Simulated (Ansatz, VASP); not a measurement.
# One calculation of BaTe, two programs

```xyz
2
Lattice="0.0000 3.4456 3.4456 3.4456 0.0000 3.4456 3.4456 3.4456 0.0000" Properties=species:S:1:pos:R:3 pbc="T T T"
Ba    0.0000    0.0000    0.0000
Te    3.4456    3.4456    3.4456
```

Alike in both runs: task single point; functional PBE; k mesh 8 × 8 × 8; occupations gaussian, width 0.02 eV; no spin polarisation.

|  | VASP | Ansatz |
| --- | --- | --- |
| version | VASP 6.6.1 | Ansatz 0.2.0 |
| potentials or method | VASP PAW PBE potentials, release 64 (Ba_sv, Te), cutoff 520 eV | scalar-relativistic, plane waves, PAW |
| valence electrons in the cell | 16 | 26 |

Ansatz gave:

| Item | Value |
| --- | --- |
| gap on the k mesh at the Fermi level (eV) | 1.50 |
| least direct gap on the mesh (eV) | 1.85 |
| pressure (GPa) | 2.5 |

Which values does VASP return?

gap on the k mesh at the Fermi level (eV): 1.41; least direct gap on the mesh (eV): 1.79; pressure (GPa): 2.9.

With one functional, cell and mesh, what is left measures potentials, basis and numerics. VASP's potentials hold 16 valence electrons a cell and Ansatz's 26, so a difference there can come from the potentials and not from the codes.

Neither program's run includes spin-orbit coupling.
